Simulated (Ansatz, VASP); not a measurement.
One calculation of Si8S, two programs

```
Si S
1.0
     3.81552    0.00000    0.00000
     0.00000    6.31294    0.00000
     0.00000    0.00000   21.23187
Si S
8 1
Direct
  0.00000 0.93690 0.18840
  0.00000 0.56310 0.18840
  0.50000 0.43690 0.24027
  0.50000 0.06310 0.24027
  0.50000 0.93327 0.34466
  0.50000 0.56673 0.34466
  0.00000 0.42663 0.38771
  0.00000 0.07337 0.38771
  0.50000 0.59330 0.49133
```

Alike in both runs: task single point; functional PBE; dispersion D3(BJ); k mesh 7 × 4 × 1; occupations gaussian, width 0.05 eV; collinear spin.

|  | VASP | Ansatz |
| --- | --- | --- |
| version | VASP 6.6.1 | Ansatz 0.2.0 |
| potentials or method | VASP PAW PBE potentials, release 64 (Si, S), cutoff 520 eV | scalar-relativistic, plane waves, PAW |
| valence electrons in the cell | 38 | 38 |

|  | VASP | Ansatz | Ansatz less VASP |
| --- | --- | --- | --- |
| gap on the k mesh at the Fermi level (eV) | none | none | - |
| rms of the force components (eV/Å) | 0.581 | 0.583 | +0.0024 |
| net moment per atom (μB) | 0.13 | 0.13 | -0.002 |
| size of the moment on the site where the two differ most (μB) | 0.54 | 0.76 | +0.216 |

Site moments also hang on the region over which each program counts them. Atom by atom the forces differ by 0.004 eV/Å (rms over components). A gap of «none» marks a metal or a gap that the smearing closes.
